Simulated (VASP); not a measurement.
# Rh: single point with PBE

The system is Rh.

```
CELL_PARAMETERS angstrom
0.00000 1.88253 1.88253
1.88253 0.00000 1.88253
1.88253 1.88253 0.00000
ATOMIC_POSITIONS crystal
Rh 0.00000 0.00000 0.00000
```

This cell differs from its parent crystal: volume scaled by 0.95.

- Program: VASP 6.6.1
- Task: single point
- Functional: PBE
- Potentials or basis: VASP PAW PBE potentials, release 64 (Rh_pv)
- Cutoff: 520 eV
- k mesh: 17 × 17 × 17
- Occupations: fermi-dirac, width 0.05 eV
- Spin: no spin polarisation

The pressure is 15.2 GPa.

Levels at points of the mesh, in eV from the Fermi level:
```
           k point  band 3  band 4  band 5  band 6  band 7  band 8  band 9  band 10  band 11  band 12
(0.00, 0.00, 0.00)  -46.43   -8.18   -3.22   -3.22   -3.22   -1.04   -1.04    15.97    20.45    21.60
```

It took 14 s on 1 thread of AMD EPYC 9R45 96-Core Processor (Zen 5), with other jobs on the host, peak memory 0.11 GiB.
